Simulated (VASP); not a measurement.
Wanted: the native input for a VASP 6.6.1 run.

```yaml
Task: single point
Functional: LDA
Potentials_or_basis: VASP PAW LDA potentials, release 64 (Al, Cu)
Cutoff: 520 eV
k_mesh: 10 × 10 × 10
Occupations: gaussian, width 0.15 eV
Spin: no spin polarisation
Dipole_correction: no
Further_INCAR_settings: ALGO = Fast; EDIFF = 1e-06; NBANDS = 26
```

The structure of Al2Cu lies in POSCAR:

```
Al2Cu
1.0
   -2.9660863797      2.9660863797      2.3929504194
    2.9660863797     -2.9660863797      2.3929504194
    2.9660863797      2.9660863797     -2.3929504194
Al Cu
4 2
Direct
    0.1341288269      0.7057662567      0.7820558790
    0.6982840092      0.8559413660      0.4654921534
    0.7900345329      0.3069949304      0.1803149246
    0.3434194941      0.1394447294      0.4921481572
    0.8670529228      0.8746488010      0.1091026245
    0.1670802140      0.1172039165     -0.0291137387
```

This cell differs from its parent crystal: atoms moved at random.

One way to write it, as run:

INCAR

```
PREC = Accurate
ENCUT = 520
EDIFF = 1E-6
ISMEAR = 0
SIGMA = 0.15
LREAL = False
LASPH = True
NELM = 80
ALGO = Fast
ISIF = 2
LWAVE = False
LCHARG = True
GGA = CA
LELF = True
LVHAR = True
NBANDS = 26
```

KPOINTS

```
regular mesh
0
Gamma
  10 10 10
```

Potentials or basis: VASP PAW LDA potentials, release 64 (Al, Cu).

The run is started by

```console
$ cat potpaw_LDA.64/Al/POTCAR potpaw_LDA.64/Cu/POTCAR > POTCAR
$ mpirun -np 1 vasp_std > vasp.out
```

Results of the run:

* Pressure: 37.0 GPa
* Largest force: 17.320 eV/Å
* Band gap on the k mesh: zero (band 17 reaches 10.90 eV, above the bottom of band 18 at 7.34 eV)

Caveat: the cell differs from its parent crystal (atoms moved at random); forces of over 1 eV/Å act on the atoms, so gaps and moduli don't describe the material at rest.

It took 12 min on 1 thread of Intel(R) Xeon(R) 6975P-C (Granite Rapids), on a shared host, peak memory 0.89 GiB.
